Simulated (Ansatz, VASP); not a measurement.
# Sc: VASP beside Ansatz

```
Sc
1.0
     3.30880    0.00000    0.00000
    -1.65440    2.86550    0.00000
     0.00000    0.00000    5.21532
Sc
2
Direct
  0.33333 0.66667 0.25000
  0.66667 0.33333 0.75000
```

Change from the starting cell: strain -0.0100 x Voigt [0, 0, 1, 0, 0, 0], atoms carried along.

Alike in both runs: task single point; functional LDA; k mesh 18 × 18 × 10; occupations gaussian, width 0.15 eV; no spin polarisation.

|  | VASP | Ansatz |
| --- | --- | --- |
| version | VASP 6.6.1 | Ansatz 0.2.0 |
| potentials or method | VASP PAW LDA potentials, release 64 (Sc_sv), cutoff 520 eV | scalar-relativistic, plane waves, PAW |
| valence electrons in the cell | 22 | 22 |

```tsv
	VASP	Ansatz	Ansatz less VASP
gap on the k mesh at the Fermi level (eV)	none	none	-
pressure (GPa)	-4.8	-4.8	-0.07
traceless stress, the component that is largest in VASP (GPa)	-0.76	-0.76	0.000
```

LDA's correlation is that of Perdew and Zunger in VASP and of Perdew and Wang (1992) in Ansatz. A gap of «none» marks a metal or a gap that the smearing closes.
